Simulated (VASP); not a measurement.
**MgZr2O2: single point with PBE**

The system is MgZr2O2.

```
Mg Zr O
1.0
     4.15592    0.00000    0.00000
     0.00000    4.15592    0.00000
     0.00000    0.00000    6.09688
Mg Zr O
1 2 2
Cartesian
  0.0000 0.0000 3.0484
  0.0000 0.0000 0.0000
  2.0780 2.0780 3.0484
  0.0000 2.0780 3.0484
  2.0780 0.0000 3.0484
```

```json
{
 "Program": "VASP 6.6.1",
 "Task": "single point",
 "Functional": "PBE",
 "Potentials or basis": "VASP PAW PBE potentials, release 64 (Mg, Zr_sv, O)",
 "Cutoff": "520 eV",
 "k mesh": "4 × 4 × 4",
 "Occupations": "gaussian, width 0.1 eV",
 "Spin": "no spin polarisation"
}
```

* Pressure: 0.0 GPa
* Band gap on the k mesh: zero (band 19 reaches 5.67 eV, above the bottom of band 20 at 4.81 eV)

Stress tensor (GPa, compression positive):
```
-0.07  0.00  0.00
 0.00 -0.07  0.00
 0.00  0.00  0.14
```

Levels at points of the mesh, in eV from the Fermi level:
```
           k point  band 17  band 18  band 19  band 20  band 21  band 22
(0.00, 0.00, 0.00)    -3.59    -0.84    -0.38    -0.37    -0.26    -0.26
(0.50, 0.00, 0.00)    -1.45    -1.36    -0.22     0.19     0.42     0.76
(0.50, 0.50, 0.00)    -1.38    -0.21     0.49     0.49     1.54     1.54
(0.00, 0.00, 0.50)    -1.98    -1.49    -0.35    -0.24     0.02     0.12
(0.50, 0.00, 0.50)    -1.13    -0.82    -0.22    -0.01     0.33     1.05
(0.50, 0.50, 0.50)    -0.92    -0.79    -0.04    -0.04     0.42     1.83
```

Run time: 100 s on 1 thread of AMD EPYC 7R13 (shared host), peak memory 0.2 GiB.

Caveat: the k points lie up to 0.38 Å⁻¹ apart.
